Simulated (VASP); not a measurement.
# BeTe2 (P1) in VASP: single point with r2SCAN

Aim: the single point of BeTe2 with r2SCAN.

Program: VASP 6.6.1. These are calculated values, not measurements. Logs are shortened: lines on timing, memory, paths and dates and some standing lists are left out, and cuts for length are marked.

## 1. The cell of the first run

The typed cell holds 9 atoms: a = 6.776 Å, b = 6.657 Å, c = 7.258 Å, α = 89.28°, β = 88.65°, γ = 122.48°.

## 2. Single point, r2SCAN

The input, POSCAR:

```
BeTe2
1.0
    6.7748100000     -0.1109300000      0.0791890000
   -3.4834730000      5.6725260000      0.0429030000
    0.0875840000      0.1053600000      7.2567150000
Be Te
3 6
Direct
    0.4758120000      0.0081270000      0.3289180000
    0.9891290000      0.4681560000      0.6533020000
    0.5293410000      0.5453780000      0.0057620000
    0.4063520000      0.2698280000      0.2198640000
    0.7412860000      0.1793120000      0.5586160000
    0.8490920000      0.5690300000      0.8862520000
    0.2666330000      0.4233470000      0.7660290000
    0.1518950000      0.7403820000      0.4582890000
    0.5987190000      0.8698230000      0.1083180000
```

The input, INCAR.step1:

```
SYSTEM = BeTe2
PREC = Accurate
ENCUT = 660
ISMEAR = -1
SIGMA = 0.1
LREAL = .FALSE.
LASPH = .TRUE.
NELM = 120
NBANDS = 31
GGA = PE
ALGO = Normal
EDIFF = 1E-5
LWAVE = .TRUE.
LCHARG = .FALSE.
GGA_COMPAT = .FALSE.
```

The input, INCAR.step2:

```
SYSTEM = BeTe2
PREC = Accurate
ENCUT = 660
EDIFF = 1E-6
ISMEAR = -1
SIGMA = 0.1
LREAL = .FALSE.
LASPH = .TRUE.
NELM = 120
ALGO = Normal
ISIF = 2
LWAVE = .FALSE.
LCHARG = .FALSE.
METAGGA = R2SCAN
LMIXTAU = .TRUE.
NBANDS = 31
ISTART = 1
GGA_COMPAT = .FALSE.
```

The input, KPOINTS:

```
Automatic mesh
0
Gamma
  3 3 3
  0.5 0.5 0
```

Potentials or basis: VASP PAW PBE potentials, release 64 (Be, Te).

Launch:

```
$ cat potpaw_PBE.64/Be/POTCAR potpaw_PBE.64/Te/POTCAR > POTCAR
$ cp INCAR.step1 INCAR
$ mpirun -np 1 vasp_std > vasp.out
$ cp INCAR.step2 INCAR
$ mpirun -np 1 vasp_std > vasp.out
```

OUTCAR:

```text
SYSTEM = BeTe2
   PREC = Accurate
   ENCUT = 660
   EDIFF = 1E-6
   ISMEAR = -1
   LREAL = .FALSE.
   LASPH = .TRUE.
   NELM = 120
   ISIF = 2
   METAGGA = R2SCAN
   ISTART = 1

 ion  position               nearest neighbor table
   1  0.476  0.008  0.329-   8 2.13   4 2.18   9 2.21   5 2.30
   2  0.989  0.468  0.653-   5 1.90   8 2.05   6 2.20   7 2.23
   3  0.529  0.545  0.006-   9 2.10   4 2.17   6 2.24   7 2.34
   4  0.406  0.270  0.220-   3 2.17   1 2.18   8 3.40   6 3.46   9 3.55   9 3.63   5 3.64
   5  0.741  0.179  0.559-   2 1.90   1 2.30   8 3.30   6 3.33   7 3.42   8 3.56   4 3.64
   6  0.849  0.569  0.886-   2 2.20   3 2.24   5 3.33   4 3.46   8 3.50   7 3.54   9 3.62   7 3.65

   7  0.267  0.423  0.766-   2 2.23   3 2.34   5 3.42   8 3.43   6 3.54   9 3.65   6 3.65
   8  0.152  0.740  0.458-   2 2.05   1 2.13   5 3.30   4 3.40   7 3.43   6 3.50   5 3.56   9 3.63

   9  0.599  0.870  0.108-   3 2.10   1 2.21   4 3.55   6 3.62   8 3.63   4 3.63   7 3.65

  LATTYP: Found a triclinic cell.
 ALAT       =     6.6568743439
 B/A-ratio  =     2.0720425515
 C/A-ratio  =     0.9709781807
 COS(alpha) =     0.0017674056
 COS(beta)  =     0.4668657003
 COS(gamma) =     0.7530305051

  Lattice vectors:

 A1 = (  -3.4834730000,   5.6725260000,   0.0429030000)
 A2 = ( -10.1706990000,   5.8888160000,   7.2204290000)
 A3 = (   3.2913370000,   5.5615960000,   0.1220920000)

Analysis of symmetry for initial positions (statically):
=====================================================================
 Subroutine PRICEL returns:
 Original cell was already a primitive cell.

 Routine SETGRP: Setting up the symmetry group for a
 triclinic supercell.

 Subroutine GETGRP returns: Found  1 space group operations
 (whereof  1 operations were pure point group operations)
 out of a pool of  2 trial point group operations.

The static configuration has the point symmetry C_1 .

Analysis of symmetry for dynamics (positions and initial velocities):
=====================================================================
 Subroutine PRICEL returns:
 Original cell was already a primitive cell.

 Routine SETGRP: Setting up the symmetry group for a
 triclinic supercell.

 Subroutine GETGRP returns: Found  1 space group operations
 (whereof  1 operations were pure point group operations)
 out of a pool of  2 trial point group operations.

The dynamic configuration has the point symmetry C_1 .

 Subroutine INISYM returns: Found  1 space group operations
 (whereof  1 operations are pure point group operations),
 and found     1 'primitive' translations

----------------------------------------------------------------------------------------

                                     Primitive cell

  volume of cell :     275.9740

  direct lattice vectors                    reciprocal lattice vectors
     6.774810000 -0.110930000  0.079189000     0.149142236  0.091611258 -0.003130154
    -3.483473000  5.672526000  0.042903000     0.002947128  0.178117953 -0.002621659
     0.087584000  0.105360000  7.256715000    -0.001644941 -0.002052774  0.137853058

  length of vectors
     6.776180849  6.656874344  7.258008286     0.175059496  0.178161622  0.137878153

  position of ions in fractional coordinates (direct lattice)
     0.475812000  0.008127000  0.328918000
     0.989129000  0.468156000  0.653302000
     0.529341000  0.545378000  0.005762000
     0.406352000  0.269828000  0.219864000
     0.741286000  0.179312000  0.558616000
     0.849092000  0.569030000  0.886252000
     0.266633000  0.423347000  0.766029000
     0.151895000  0.740382000  0.458289000
     0.598719000  0.869823000  0.108318000

  ion indices of the primitive-cell ions
   primitive index   ion index
                 1           1
                 2           2
                 3           3
                 4           4
                 5           5
                 6           6
                 7           7
                 8           8
                 9           9

----------------------------------------------------------------------------------------

 KPOINTS: Automatic mesh

Automatic generation of k-mesh.
 Grid dimensions read from file:
 generate k-points for:    3    3    3

 Generating k-lattice:

  Cartesian coordinates                     Fractional coordinates (reciprocal lattice)
     0.049714079  0.030537086 -0.001043385     0.333333333  0.000000000  0.000000000
     0.000982376  0.059372651 -0.000873886    -0.000000000  0.333333333  0.000000000
    -0.000548314 -0.000684258  0.045951019     0.000000000  0.000000000  0.333333333

  Length of vectors
     0.058353165  0.059387207  0.045959384

  Shift w.r.t. Gamma in fractional coordinates (k-lattice)
     0.500000000  0.500000000  0.000000000

 Subroutine IBZKPT returns following result:
 ===========================================

 Found     14 irreducible k-points:

 Following reciprocal coordinates:
            Coordinates               Weight
  0.166667  0.166667 -0.000000      2.000000
  0.500000  0.166667  0.000000      2.000000
 -0.166667  0.166667 -0.000000      2.000000
  0.166667  0.500000 -0.000000      2.000000
  0.500000  0.500000  0.000000      1.000000
  0.166667  0.166667  0.333333      2.000000
  0.500000  0.166667  0.333333      2.000000
 -0.166667  0.166667  0.333333      2.000000
  0.166667  0.500000  0.333333      2.000000
  0.500000  0.500000  0.333333      2.000000
 -0.166667  0.500000  0.333333      2.000000
  0.166667 -0.166667  0.333333      2.000000
  0.500000 -0.166667  0.333333      2.000000
 -0.166667 -0.166667  0.333333      2.000000
   k-points           NKPTS =     14   k-points in BZ     NKDIM =     14   number of bands    NBANDS=     31
   number of dos      NEDOS =    301   number of ions     NIONS =      9
   total plane-waves  NPLWV = 215040
   dimension x,y,z NGX =    60 NGY =   56 NGZ =   64
   dimension x,y,z NGXF=   120 NGYF=  112 NGZF=  128
   ions per type =               3   6
   NGX,Y,Z   is equivalent  to a cutoff of  14.72, 13.99, 14.66 a.u.
   NGXF,Y,Z  is equivalent  to a cutoff of  29.44, 27.97, 29.32 a.u.
 SYSTEM =  BeTe2
   PREC   = accura    normal or accurate (medium, high low for compatibility)
   ISTART =      1    job   : 0-new  1-cont  2-samecut
   ICHARG =      0    charge: 1-file 2-atom 10-const
   ISPIN  =      1    spin polarized calculation?
   LNONCOLLINEAR =      F non collinear calculations
   LSORBIT =      F    spin-orbit coupling
   LASPH  =      T    aspherical Exc in radial PAW
   ENCUT  =  660.0 eV  48.51 Ry    6.96 a.u.  14.19 13.94 15.20*2*pi/ulx,y,z
   NELM   =    120;   NELMIN=  2; NELMDL=  0     # of ELM steps
   EDIFF  = 0.1E-05   stopping-criterion for ELM
   LREAL  =      F    real-space projection
[... 7 lines left out ...]
   TEBEG  =    0.0;   TEEND  =   0.0 temperature during run
   PSTRESS=    0.0 pullay stress
   NELECT =      42.0000    total number of electrons
   NUPDOWN=      -1.0000    fix difference up-down
   EMIN   =  10.00;   EMAX   =-10.00  energy-range for DOS
   EFERMI =   0.00;   METHOD = LEGACY
   ISMEAR =    -1;   SIGMA  =   0.10  broadening in eV -4-tet -1-fermi 0-gaus
   EFERMI_NEDOS =   21; number of points for ismear=-14 and -15
   IALGO  =     38    algorithm
   IMIX   =      4    mixing-type and parameters
     AMIX     =   0.40;   BMIX     =  1.00
     AMIX_MAG =   1.60;   BMIX_MAG =  1.00
  volume/ion in A,a.u.               =      30.66       206.93
  Fermi-wavevector in a.u.,A,eV,Ry     =   0.874048  1.651711 10.394301  0.763960
  Thomas-Fermi vector in A             =   1.993524
   LORBIT       =      0    0 simple, 1 ext, 2 COOP (PROOUT), +10 PAW based schemes
   METAGGA = R2SCAN    functional components
   LHFCALC =     F    Hartree Fock is set to
   AEXX    =    0.0000 exact exchange contribution
   IVDW    =     0    specifies the selected vdW correction
   LEPSILON=     F    determine dielectric tensor
   LRPA    =     F    only Hartree local field effects (RPA)
 non-spin polarized calculation
  energy-cutoff  :      660.00
  volume of cell :      275.97
 maximum number of plane-waves:     10651
 NGX is ok and might be reduce to    60
   NGX = 29   NGY = 27   NGZ = 31

 number of electron      42.0000000 magnetization

 Free energy of the ion-electron system (eV)
  ---------------------------------------------------
  ext. energy  EPLUGINS =         0.00000000
  ---------------------------------------------------
  free energy    TOTEN  =      -159.31538743 eV

  energy without entropy =     -159.06376974  energy(sigma->0) =     -159.18957858

 E-fermi :   3.3469     XC(G=0):  -8.5241

 val. band max:        3.3315245442   @ k =   0.1667   0.1667  -0.0000
 cond. band min:       3.3780226425   @ k =   0.5000   0.5000   0.3333
 fundamental gap:      0.0464980982
 Fermi energy:         3.3469128057

 k-point     1 :       0.1667    0.1667   -0.0000
  band No.  band energies     occupation
      1      -9.6985      2.00000
      2      -8.7571      2.00000
      3      -8.2942      2.00000
      4      -7.6563      2.00000
      5      -7.5376      2.00000
      6      -7.4721      2.00000
[... 23 lines left out ...]
     30       9.4039      0.00000
     31       9.7035      0.00000

 k-point     2 :       0.5000    0.1667    0.0000
  band No.  band energies     occupation
      1      -9.5163      2.00000
      2      -9.0121      2.00000
      3      -8.2323      2.00000
      4      -7.6437      2.00000
      5      -7.6235      2.00000
      6      -7.4665      2.00000
[... 23 lines left out ...]
     30       9.2284      0.00000
     31       9.7221      0.00000

 k-point     3 :      -0.1667    0.1667   -0.0000
  band No.  band energies     occupation
      1      -9.8923      2.00000
      2      -8.5292      2.00000
      3      -8.1669      2.00000
      4      -7.7063      2.00000
      5      -7.5938      2.00000
      6      -7.3940      2.00000
[... 23 lines left out ...]
     30       9.6692      0.00000
     31       9.7471      0.00000

 k-point     4 :       0.1667    0.5000   -0.0000
  band No.  band energies     occupation
      1      -9.5614      2.00000
      2      -8.8029      2.00000
      3      -8.4461      2.00000
      4      -7.6454      2.00000
      5      -7.5900      2.00000
      6      -7.4645      2.00000
[... 23 lines left out ...]
     30       9.2929      0.00000
     31       9.7006      0.00000

 k-point     5 :       0.5000    0.5000    0.0000
  band No.  band energies     occupation
      1      -9.6875      2.00000
      2      -8.7555      2.00000
      3      -8.1652      2.00000
      4      -7.7478      2.00000
      5      -7.6589      2.00000
      6      -7.4565      2.00000
[... 23 lines left out ...]
     30       8.9547      0.00000
     31       9.5068      0.00000
[... 202 lines left out ...]
     30       9.2311      0.00000
     31       9.5506      0.00000

 k-point    12 :       0.1667   -0.1667    0.3333
  band No.  band energies     occupation
      1      -9.7543      2.00000
      2      -9.0104      2.00000
      3      -7.8451      2.00000
      4      -7.6595      2.00000
      5      -7.4987      2.00000
      6      -7.4482      2.00000
[... 23 lines left out ...]
     30       9.2051      0.00000
     31       9.4538      0.00000

 k-point    13 :       0.5000   -0.1667    0.3333
  band No.  band energies     occupation
      1      -9.4904      2.00000
      2      -8.9160      2.00000
      3      -8.4038      2.00000
      4      -7.6975      2.00000
      5      -7.5538      2.00000
      6      -7.4955      2.00000
[... 23 lines left out ...]
     30       9.0549      0.00000
     31       9.4475      0.00000

 k-point    14 :      -0.1667   -0.1667    0.3333
  band No.  band energies     occupation
      1      -9.5373      2.00000
      2      -9.0917      2.00000
      3      -8.1659      2.00000
      4      -7.6241      2.00000
      5      -7.5314      2.00000
      6      -7.4575      2.00000
[... 23 lines left out ...]
     30       9.2684      0.00000
     31       9.4476      0.00000

------------------------ aborting loop because EDIFF is reached ----------------------------------------

  FORCE on cell =-STRESS in cart. coord.  units (eV):
  Direction    XX          YY          ZZ          XY          YZ          ZX
  --------------------------------------------------------------------------------------
  -------------------------------------------------------------------------------------
  Total       15.3610237     29.3865224     13.9799981      2.7725848      0.1988762     -1.2327435
  in kB       89.1789841    170.6045293     81.1613898     16.0963422      1.1545832     -7.1567373
  external PRESSURE =     113.6483011 kB  Pullay stress =       0.0000000 kB

 VOLUME and BASIS-vectors are now :
 -----------------------------------------------------------------------------
  energy-cutoff  :      660.00
  volume of cell :      275.97
      direct lattice vectors                 reciprocal lattice vectors
     6.774810000 -0.110930000  0.079189000     0.149142236  0.091611258 -0.003130154
    -3.483473000  5.672526000  0.042903000     0.002947128  0.178117953 -0.002621659
     0.087584000  0.105360000  7.256715000    -0.001644941 -0.002052774  0.137853058

 POSITION                                       TOTAL-FORCE (eV/Angst)
 -----------------------------------------------------------------------------------
      3.22403      0.02797      2.42489         1.464652      0.639286      0.036706
      5.12757      2.61473      4.83924         1.953831      3.419343      3.312938
      1.68688      3.03556      0.10713        -0.163336     -0.887296     -1.462401
      1.83228      1.50869      1.63925        -1.434419     -0.120326      0.993699
      4.44637      0.99378      4.12011        -2.114083     -6.808902     -2.140975
      3.84786      3.22702      6.52293         0.230507      1.046003      1.368398
      0.39876      2.45258      5.59813         1.318060     -0.753084     -0.283360
     -1.50990      4.23127      3.36947        -1.473802      1.071498     -1.580399
      1.03569      4.87909      0.87076         0.218589      2.393478     -0.244607
 -----------------------------------------------------------------------------------
    total drift:                               -0.000028     -0.000131     -0.000118

  FREE ENERGIE OF THE ION-ELECTRON SYSTEM (eV)
  ---------------------------------------------------
  free  energy   TOTEN  =      -159.3153874292 eV

  energy  without entropy=     -159.0637697382  energy(sigma->0) =     -159.18957858
```

It took 19 min on 1 thread of Oxide Virtual Turin-like, shared host; peak memory 0.56 GiB.

Results:

* Free energy: -159.3154 eV
* Pressure: 11.4 GPa
* Largest force: 7.444 eV/Å
* Band gap on the k mesh: zero (bands 21 and 22 overlap by 0.08 eV)

Forces on the atoms (eV/Å):
```
Be   1.465  0.639  0.037
Be   1.954  3.419  3.313
Be  -0.163 -0.887 -1.462
Te  -1.434 -0.120  0.994
Te  -2.114 -6.809 -2.141
Te   0.231  1.046  1.368
Te   1.318 -0.753 -0.283
Te  -1.474  1.071 -1.580
Te   0.219  2.393 -0.245
```

Caveat: the k points lie up to 0.37 Å⁻¹ apart; semilocal functionals underestimate gaps, and a narrow one can read as zero; the PAW data sets were made with another functional, which shifts forces and pressure a little; spin-orbit coupling is left out, which moves the levels of the heavy elements.

The gap in the log of VASP goes by the Fermi energy; the results here count the filled bands.